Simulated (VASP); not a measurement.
# NaTiO2 (R-3m) in VASP: a series of runs

NaTiO2 is run at these levels: LDA; tasks: single point.

All numbers are computed with VASP 6.6.1; they aren't measurements. Logs are shortened: lines on timing, memory, paths and dates and some standing lists are left out, and cuts for length are marked.

**1. The cell of the first run**

It takes space group R-3m (No. 166, trigonal). The conventional cell has a = 2.854 Å, b = 2.854 Å, c = 15.343 Å, α = 90.00°, β = 90.00°, γ = 120.00°. Na (site symmetry -3m) has 6 O at 2.22 Å and 6 Na at 2.85 Å within 2.9 Å. Within 2.6 Å of Ti (site symmetry -3m) lie 6 O at 1.96 Å. O (site symmetry 3m) has 3 Ti at 1.96 Å and 3 Na at 2.22 Å and 3 O at 2.70 Å within 2.7 Å.

**2. Single point, LDA, collinear spin (9.02 Å³/atom)**

File INCAR:

```
SYSTEM = NaTiO2
PREC = Accurate
ENCUT = 520
EDIFF = 1E-6
ISMEAR = -1
SIGMA = 0.03
LREAL = .FALSE.
LASPH = .TRUE.
NELM = 150
ALGO = Normal
ISIF = 2
LWAVE = .FALSE.
LCHARG = .FALSE.
ISPIN = 2
MAGMOM = 0 1 0 0
LORBIT = 11
LMAXMIX = 4
NBANDS = 28
```

File KPOINTS:

```
regular mesh
0
G
  10 10 10
  0 0 0
```

File POSCAR:

```
NaTiO2
1.0
    1.4271462270      0.8239632583      5.1143443036
   -1.4271462270      0.8239632583      5.1143443036
    0.0000000000     -1.6479265167      5.1143443036
Na Ti O
1 1 2
Direct
    0.0000000000      0.0000000000      0.0000000000
    0.5000000000      0.5000000000      0.5000000000
    0.7638036100      0.7638036100      0.7638036100
    0.2361963900      0.2361963900      0.2361963900
```

Potentials or basis: VASP PAW LDA potentials, release 64 (Na_pv, Ti_sv, O).

Run with:

```sh
cat potpaw_LDA.64/Na_pv/POTCAR potpaw_LDA.64/Ti_sv/POTCAR potpaw_LDA.64/O/POTCAR > POTCAR
mpirun -np 1 vasp_std > vasp.out
```

OUTCAR:

```text
SYSTEM = NaTiO2
   PREC = Accurate
   ENCUT = 520
   EDIFF = 1E-6
   ISMEAR = -1
   LREAL = .FALSE.
   LASPH = .TRUE.
   NELM = 150
   ISIF = 2
   ISPIN = 2
   LORBIT = 11

 ion  position               nearest neighbor table
   1  0.000  0.000  0.000-   3 2.22   3 2.22   4 2.22   4 2.22   3 2.22   4 2.22
   2  0.500  0.500  0.500-   4 1.96   4 1.96   3 1.96   3 1.96   4 1.96   3 1.96
   3  0.764  0.764  0.764-   2 1.96   2 1.96   2 1.96   1 2.22   1 2.22   1 2.22
   4  0.236  0.236  0.236-   2 1.96   2 1.96   2 1.96   1 2.22   1 2.22   1 2.22

  LATTYP: Found a trigonal (rhomboedric) cell.
 ALAT       =     5.3732838619
 COS(alpha) =     0.8589128780

  Lattice vectors:

 A1 = (   1.4271462270,   0.8239632583,   5.1143443036)
 A2 = (  -1.4271462270,   0.8239632583,   5.1143443036)
 A3 = (   0.0000000000,  -1.6479265167,   5.1143443036)

Analysis of symmetry for initial positions (statically):
=====================================================================
 Subroutine PRICEL returns:
 Original cell was already a primitive cell.

 Routine SETGRP: Setting up the symmetry group for a
 trigonal (rhombohedral) supercell.

 Subroutine GETGRP returns: Found 12 space group operations
 (whereof 12 operations were pure point group operations)
 out of a pool of 12 trial point group operations.

The static configuration has the point symmetry D_3d.

Analysis of symmetry for dynamics (positions and initial velocities):
=====================================================================
 Subroutine PRICEL returns:
 Original cell was already a primitive cell.

 Routine SETGRP: Setting up the symmetry group for a
 trigonal (rhombohedral) supercell.

 Subroutine GETGRP returns: Found 12 space group operations
 (whereof 12 operations were pure point group operations)
 out of a pool of 12 trial point group operations.

The dynamic configuration has the point symmetry D_3d.

Analysis of structural, dynamic, and magnetic symmetry:
=====================================================================
 Subroutine PRICEL returns:
 Original cell was already a primitive cell.

 Routine SETGRP: Setting up the symmetry group for a
 trigonal (rhombohedral) supercell.

 Subroutine GETGRP returns: Found 12 space group operations
 (whereof 12 operations were pure point group operations)
 out of a pool of 12 trial point group operations.

The overall configuration has the point symmetry D_3d.

 Subroutine INISYM returns: Found 12 space group operations
 (whereof 12 operations are pure point group operations),
 and found     1 'primitive' translations

----------------------------------------------------------------------------------------

                                     Primitive cell

  volume of cell :      36.0842

  direct lattice vectors                    reciprocal lattice vectors
     1.427146227  0.823963258  5.114344304     0.350349523  0.202274391  0.065176162
    -1.427146227  0.823963258  5.114344304    -0.350349523  0.202274391  0.065176162
     0.000000000 -1.647926517  5.114344304     0.000000000 -0.404548783  0.065176162

  length of vectors
     5.373283862  5.373283862  5.373283862     0.409765360  0.409765360  0.409765360

  position of ions in fractional coordinates (direct lattice)
     0.000000000  0.000000000  0.000000000
     0.500000000  0.500000000  0.500000000
     0.763803610  0.763803610  0.763803610
     0.236196390  0.236196390  0.236196390

  ion indices of the primitive-cell ions
   primitive index   ion index
                 1           1
                 2           2
                 3           3
                 4           4

----------------------------------------------------------------------------------------

 KPOINTS: regular mesh

Automatic generation of k-mesh.
 Grid dimensions read from file:
 generate k-points for:   10   10   10

 Generating k-lattice:

  Cartesian coordinates                     Fractional coordinates (reciprocal lattice)
     0.035034952  0.020227439  0.006517616     0.100000000  0.000000000 -0.000000000
[... 46 lines left out ...]
 maximum number of plane-waves:       989
   NGX = 19   NGY = 19   NGZ = 19

 number of electron      31.0000003 magnetization      -0.0004876

 number of electron      31.0000003 magnetization       0.0003368

 Free energy of the ion-electron system (eV)
  ---------------------------------------------------
  ext. energy  EPLUGINS =         0.00000000
  ---------------------------------------------------
  free energy    TOTEN  =       -31.55437731 eV

  energy without entropy =      -31.54906277  energy(sigma->0) =      -31.55172004

 E-fermi :   8.9839     XC(G=0): -12.6351

 val. band max:        8.9740358519   @ k =   0.5000   0.4000   0.2000
 cond. band min:       8.9903984436   @ k =   0.2000   0.0000   0.0000
 fundamental gap:      0.0163625916
 Fermi energy:         8.9838902419

 spin component 1

 k-point     1 :       0.0000    0.0000    0.0000
  band No.  band energies     occupation
      1     -48.5483      1.00000
      2     -25.3427      1.00000
      3     -24.9315      1.00000
      4     -24.9315      1.00000
      5     -15.7319      1.00000
      6     -15.3929      1.00000
[... 19 lines left out ...]
     26      26.0092      0.00000
     27      26.0204      0.00000
[... 667 lines left out ...]
      5     -15.7748      1.00000
      6     -15.5739      1.00000
[... 19 lines left out ...]
     26      24.9576      0.00000
     27      25.4796      0.00000

 [... further k-points ...]

 spin component 2

 k-point     1 :       0.0000    0.0000    0.0000
  band No.  band energies     occupation
      1     -48.5483      1.00000
      2     -25.3426      1.00000
      3     -24.9313      1.00000
      4     -24.9313      1.00000
      5     -15.7319      1.00000
      6     -15.3929      1.00000
[... 19 lines left out ...]
     26      26.0092      0.00000
     27      26.0205      0.00000
[... 667 lines left out ...]
      5     -15.7748      1.00000
      6     -15.5739      1.00000
[... 19 lines left out ...]
     26      24.9576      0.00000
     27      25.4797      0.00000

 [... further k-points ...]

 [bands above 27 left out]

------------------------ aborting loop because EDIFF is reached ----------------------------------------

  FORCE on cell =-STRESS in cart. coord.  units (eV):
  Direction    XX          YY          ZZ          XY          YZ          ZX
  --------------------------------------------------------------------------------------
  -------------------------------------------------------------------------------------
  Total        5.2857526      5.2857526      6.7200950      0.0000000     -0.0000000      0.0000000
  in kB      234.6928616    234.6928616    298.3791428      0.0000000     -0.0000000      0.0000000
  external PRESSURE =     255.9216220 kB  Pullay stress =       0.0000000 kB

 VOLUME and BASIS-vectors are now :
 -----------------------------------------------------------------------------
  energy-cutoff  :      520.00
  volume of cell :       36.08
      direct lattice vectors                 reciprocal lattice vectors
     1.427146227  0.823963258  5.114344304     0.350349523  0.202274391  0.065176162
    -1.427146227  0.823963258  5.114344304    -0.350349523  0.202274391  0.065176162
     0.000000000 -1.647926517  5.114344304     0.000000000 -0.404548783  0.065176162

 POSITION                                       TOTAL-FORCE (eV/Angst)
 -----------------------------------------------------------------------------------
      0.00000      0.00000      0.00000        -0.000000     -0.000000     -0.000000
      0.00000     -0.00000      7.67152         0.000000     -0.000000     -0.000000
      0.00000     -0.00000     11.71906        -0.000000      0.000000     -1.723529
      0.00000     -0.00000      3.62397        -0.000000     -0.000000      1.723529
 -----------------------------------------------------------------------------------
    total drift:                               -0.000000      0.000000      0.000000

  FREE ENERGIE OF THE ION-ELECTRON SYSTEM (eV)
  ---------------------------------------------------
  free  energy   TOTEN  =       -31.5543773086 eV

  energy  without entropy=      -31.5490627688  energy(sigma->0) =      -31.55172004

 total charge

# of ion       s       p       d       tot
------------------------------------------
    1        0.089   6.042   0.000   6.131
    2        2.224   6.309   2.088  10.620
    3        1.552   3.550   0.000   5.103
    4        1.552   3.550   0.000   5.103
--------------------------------------------------
tot          5.418  19.451   2.088  26.956

 magnetization (x)

# of ion       s       p       d       tot
------------------------------------------
    1        0.000  -0.000   0.000  -0.000
    2       -0.000   0.000   0.000   0.000
    3       -0.000  -0.000   0.000  -0.000
    4       -0.000  -0.000   0.000  -0.000
--------------------------------------------------
tot         -0.000   0.000   0.000   0.000
```

Wall time 5.5 min (1 thread of Intel Xeon 6975P-C (Granite Rapids), shared host); peak memory 0.33 GiB.

What came out:

```
Free energy                                           : -31.5544 eV
Pressure                                              : 25.6 GPa
Largest force                                         : 1.724 eV/Å
Net moment                                            : 0.00 μB per cell
Valence electrons inside the program's atomic spheres : Na 6.13; Ti 10.62; O 5.10
```

Forces in eV/Å, atoms in the order of the input:
```
Na   0.000  0.000  0.000
Ti   0.000  0.000  0.000
O    0.000  0.000 -1.724
O    0.000  0.000  1.724
```

Stress tensor (GPa, compression positive):
```
23.47  0.00  0.00
 0.00 23.47  0.00
 0.00  0.00 29.84
```

Caveat: the cell stands under pressure; semilocal functionals often make such compounds metallic where correlation or magnetic order opens a gap, which also shifts bond lengths; forces of over 1 eV/Å act on the atoms, so gaps and moduli don't describe the material at rest.

**3. Single point, LDA, collinear spin (9.02 Å³/atom)**

Edit INCAR of step 2 so:

```diff
@@ -17,2 +17,3 @@
 LMAXMIX = 4
+GGA = CA
 NBANDS = 28
```

File KPOINTS:

```
Automatic mesh
0
G
  10 10 10
  0 0 0
```

POSCAR is that of step 2.

Potentials or basis: VASP PAW LDA potentials, release 64 (Na_pv, Ti_sv, O).

Run with:

```sh
cat potpaw_LDA.64/Na_pv/POTCAR potpaw_LDA.64/Ti_sv/POTCAR potpaw_LDA.64/O/POTCAR > POTCAR
mpirun -np 1 vasp_std > vasp.out
```

Wall time 3.9 min (1 thread of Intel Xeon 6975P-C (Granite Rapids), shared host); peak memory 0.33 GiB.

It converged, with:

```yaml
Free_energy: -31.5544 eV
Pressure: 25.6 GPa
Largest_force: 1.724 eV/Å
Net_moment: 0.00 μB per cell
Valence_electrons_inside_the_program's_atomic_spheres: Na 6.13; Ti 10.62; O 5.10
```

Forces on the atoms (eV/Å):
```
Na   0.000  0.000  0.000
Ti   0.000  0.000  0.000
O    0.000  0.000 -1.724
O    0.000  0.000  1.724
```

Stress tensor (GPa, compression positive):
```
23.47  0.00  0.00
 0.00 23.47  0.00
 0.00  0.00 29.84
```

Levels at points of the mesh, in eV from the Fermi level:
Spin up:
| k point | band 14 | band 15 | band 16 | band 17 | band 18 | band 19 |
| --- | --- | --- | --- | --- | --- | --- |
| (0.00, 0.00, 0.00) | -4.14 | -4.14 | 0.18 | 0.18 | 0.99 | 2.96 |
| (0.50, 0.00, 0.00) | -5.54 | -5.00 | -0.59 | 1.84 | 1.94 | 4.17 |
| (0.50, 0.50, 0.00) | -5.21 | -4.99 | -1.00 | 1.84 | 1.96 | 4.21 |
| (0.50, 0.50, 0.50) | -4.24 | -4.24 | 0.21 | 0.21 | 1.15 | 3.82 |
Spin down:
| k point | band 13 | band 14 | band 15 | band 16 | band 17 | band 18 | band 19 | band 20 |
| --- | --- | --- | --- | --- | --- | --- | --- | --- |
| (0.00, 0.00, 0.00) | -4.73 | -4.14 | -4.14 | 0.18 | 0.18 | 0.99 | 2.96 | 3.74 |
| (0.50, 0.00, 0.00) | -6.54 | -5.54 | -5.00 | -0.59 | 1.84 | 1.94 | 4.17 | 4.18 |
| (0.50, 0.50, 0.00) | -6.40 | -5.21 | -4.99 | -1.00 | 1.84 | 1.96 | 4.21 | 4.42 |
| (0.50, 0.50, 0.50) | -6.22 | -4.24 | -4.24 | 0.21 | 0.21 | 1.15 | 3.82 | 3.82 |

Caveat: the cell stands under pressure; semilocal functionals often make such compounds metallic where correlation or magnetic order opens a gap, which also shifts bond lengths; forces of over 1 eV/Å act on the atoms, so gaps and moduli don't describe the material at rest.

**4. Single point, LDA, collinear spin (9.55 Å³/atom)**

This run uses another cell than the first one, of 9.55 Å³/atom.

File INCAR:

```
SYSTEM = NaTiO2
ALGO = Normal ; EDIFF = 1E-6
ENCUT = 520 ; ISIF = 2
ISMEAR = -1 ; ISPIN = 2
LASPH = .TRUE. ; LCHARG = .FALSE.
LMAXMIX = 4 ; LORBIT = 11
LREAL = .FALSE. ; LWAVE = .FALSE.
MAGMOM = 0 1 0 0 ; NBANDS = 28
NELM = 150 ; PREC = Accurate
SIGMA = 0.03
```

File KPOINTS:

```
k-points
0
G
  10 10 10
  0 0 0
```

File POSCAR:

```
NaTiO2
1.0
    1.4545980519      0.8398125768      5.2127211074
   -1.4545980519      0.8398125768      5.2127211074
    0.0000000000     -1.6796251537      5.2127211074
Na Ti O
1 1 2
Direct
    0.0000000000      0.0000000000      0.0000000000
    0.5000000000      0.5000000000      0.5000000000
    0.7638036100      0.7638036100      0.7638036100
    0.2361963900      0.2361963900      0.2361963900
```

Run with:

```sh
cat potpaw_LDA.64/Na_pv/POTCAR potpaw_LDA.64/Ti_sv/POTCAR potpaw_LDA.64/O/POTCAR > POTCAR
mpirun -np 1 vasp_std > vasp.out
```

It took 6 min on 1 thread of Intel Xeon 6975P-C (Granite Rapids), shared host; peak memory 0.35 GiB.

It converged, with:

```
Free energy                                           : -31.7929 eV
Pressure                                              : 10.7 GPa
Largest force                                         : 0.973 eV/Å
Net moment                                            : 0.00 μB per cell
Valence electrons inside the program's atomic spheres : Na 6.11; Ti 10.49; O 5.07
```

Forces on the atoms (eV/Å):
```
Na   0.000  0.000  0.000
Ti   0.000  0.000  0.000
O    0.000  0.000 -0.973
O    0.000  0.000  0.973
```

Stress tensor (GPa, compression positive):
```
 8.44  0.00  0.00
 0.00  8.44  0.00
 0.00  0.00 15.10
```

Levels at points of the mesh, in eV from the Fermi level:
Spin up:
```tsv
k point	band 13	band 14	band 15	band 16	band 17	band 18	band 19	band 20
(0.00, 0.00, 0.00)	-4.53	-3.99	-3.99	0.17	0.17	0.91	2.58	3.46
(0.50, 0.00, 0.00)	-6.23	-5.32	-4.83	-0.55	1.68	1.76	3.76	3.86
(0.50, 0.50, 0.00)	-6.09	-5.03	-4.83	-0.91	1.68	1.78	3.88	3.99
(0.50, 0.50, 0.50)	-5.96	-4.08	-4.08	0.19	0.19	1.03	3.52	3.52
```
Spin down:
| k point | band 13 | band 14 | band 15 | band 16 | band 17 | band 18 | band 19 | band 20 |
| --- | --- | --- | --- | --- | --- | --- | --- | --- |
| (0.00, 0.00, 0.00) | -4.53 | -3.99 | -3.99 | 0.17 | 0.17 | 0.91 | 2.58 | 3.46 |
| (0.50, 0.00, 0.00) | -6.23 | -5.32 | -4.83 | -0.55 | 1.68 | 1.76 | 3.76 | 3.86 |
| (0.50, 0.50, 0.00) | -6.09 | -5.03 | -4.83 | -0.91 | 1.68 | 1.78 | 3.88 | 3.99 |
| (0.50, 0.50, 0.50) | -5.96 | -4.08 | -4.08 | 0.19 | 0.19 | 1.03 | 3.52 | 3.52 |

Caveat: the cell stands under pressure; semilocal functionals often make such compounds metallic where correlation or magnetic order opens a gap, which also shifts bond lengths.

**5. Single point, LDA, collinear spin (7.64 Å³/atom)**

This run uses another cell than the first one, of 7.64 Å³/atom.

File INCAR:

```
SYSTEM = NaTiO2
  PREC = Accurate
  ENCUT = 520
  EDIFF = 1E-7
  ISMEAR = -1
  SIGMA = 0.03
  LREAL = .False.
  LASPH = .True.
  NELM = 150
  ALGO = Normal
  ISIF = 2
  LWAVE = .False.
  LCHARG = .False.
  ISPIN = 2
  MAGMOM = 0 1 0 0
  LORBIT = 11
  LMAXMIX = 4
  NBANDS = 28
```

File KPOINTS:

```
regular mesh
0
Gamma
  10 10 10
  0 0 0
```

File POSCAR:

```
NaTiO2
1.0
    1.3503292150      0.7796129358      4.8390616170
   -1.3503292150      0.7796129358      4.8390616170
    0.0000000000     -1.5592258716      4.8390616170
Na Ti O
1 1 2
Direct
    0.0000000000      0.0000000000      0.0000000000
    0.5000000000      0.5000000000      0.5000000000
    0.7638036100      0.7638036100      0.7638036100
    0.2361963900      0.2361963900      0.2361963900
```

Run with:

```sh
cat potpaw_LDA.64/Na_pv/POTCAR potpaw_LDA.64/Ti_sv/POTCAR potpaw_LDA.64/O/POTCAR > POTCAR
mpirun -np 1 vasp_std > vasp.out
```

Wall time 7.2 min (1 thread of AMD EPYC 9R45 (Zen 5), shared host); peak memory 0.28 GiB.

Results (log left out):

| Quantity | Value |
| --- | --- |
| Free energy | -29.6516 eV |
| Pressure | 92.9 GPa |
| Largest force | 4.583 eV/Å |
| Net moment | 0.00 μB per cell |
| Valence electrons inside the program's atomic spheres | Na 6.21; Ti 11.11; O 5.22 |

Forces in eV/Å, atoms in the order of the input:
```
Na   0.000  0.000  0.000
Ti   0.000  0.000  0.000
O    0.000  0.000 -4.583
O    0.000  0.000  4.583
```

Stress tensor (GPa, compression positive):
```
91.57  0.00  0.00
 0.00 91.57  0.00
 0.00  0.00 95.59
```

Levels at points of the mesh, in eV from the Fermi level:
Spin up:
```csv
k point,band 12,band 13,band 14,band 15,band 16,band 17,band 18,band 19,band 20,band 21
"(0.00, 0.00, 0.00)",-7.92,-5.28,-4.53,-4.53,0.23,0.23,1.27,4.27,4.66,4.66
"(0.50, 0.00, 0.00)",-7.63,-7.51,-6.11,-5.42,-0.69,2.39,2.54,5.28,5.55,7.42
"(0.50, 0.50, 0.00)",-7.51,-7.37,-5.70,-5.37,-1.30,2.38,2.57,5.30,5.88,6.57
"(0.50, 0.50, 0.50)",-7.85,-6.99,-4.67,-4.67,0.27,0.27,1.56,4.79,4.79,5.74
```
Spin down:
```
           k point  band 13  band 14  band 15  band 16  band 17  band 18  band 19  band 20
(0.00, 0.00, 0.00)    -5.28    -4.53    -4.53     0.23     0.23     1.27     4.27     4.66
(0.50, 0.00, 0.00)    -7.51    -6.11    -5.42    -0.69     2.39     2.54     5.28     5.55
(0.50, 0.50, 0.00)    -7.37    -5.70    -5.37    -1.30     2.38     2.57     5.30     5.88
(0.50, 0.50, 0.50)    -6.99    -4.67    -4.67     0.27     0.27     1.56     4.79     4.79
```

Caveat: the cell stands under pressure; semilocal functionals often make such compounds metallic where correlation or magnetic order opens a gap, which also shifts bond lengths; forces of over 1 eV/Å act on the atoms, so gaps and moduli don't describe the material at rest.

**6. Overview**

```tsv
cell	gap on the mesh (eV)	pressure (GPa)	moment (μB)	largest force (eV/Å)
a = 5.373 Å, angles 30.8°, 4 atoms	none	25.6	0.00	1.72
a = 5.477 Å, angles 30.8°, 4 atoms	none	10.7	0.00	0.97
a = 5.084 Å, angles 30.8°, 4 atoms	none	92.9	0.00	4.58
```

Alike in all rows: task single point; level LDA; potentials or basis VASP PAW LDA potentials, release 64 (Na_pv, Ti_sv, O); spin collinear; k mesh 10 × 10 × 10; cutoff (eV) 520; smearing fermi-dirac 0.03 eV.

Caveats: the cell stands under pressure; semilocal functionals often make such compounds metallic where correlation or magnetic order opens a gap, which also shifts bond lengths; forces of over 1 eV/Å act on the atoms, so gaps and moduli don't describe the material at rest (at least some runs).

Total energies depend on the potentials used, so only differences within one code and one set of settings carry meaning.
